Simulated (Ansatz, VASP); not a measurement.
**SrO in VASP and in Ansatz**

```xyz
2
Lattice="0.0000 2.5612 2.5612 2.5612 0.0000 2.5612 2.5612 2.5612 0.0000" Properties=species:S:1:pos:R:3 pbc="T T T"
Sr    0.0000    0.0000    0.0000
O     2.5612    2.5612    2.5612
```

Change from the starting cell: volume scaled by 0.99, crystal datasets.

Alike in both runs: task electric field gradients; functional PBEsol; k mesh 8 × 8 × 8; occupations fermi-dirac, width 0.03 eV; no spin polarisation.

```csv
,VASP,Ansatz
version,VASP 6.6.1,Ansatz 0.2.0
potentials or method,"VASP PAW PBE potentials, release 64 (Sr_sv, O), cutoff 520 eV","all-electron PAW with datasets made for the crystal, scalar-relativistic"
```

VASP gave:

```
gap on the k mesh at the Fermi level (eV) : 3.15
pressure (GPa)                            : 0.6
```

Question: Which values does Ansatz return?

Answer: gap on the k mesh at the Fermi level (eV): 3.19; pressure (GPa): 0.0.

VASP's potentials were made for PBE, not for PBEsol. Ansatz ran all-electron here, and VASP with PAW potentials.
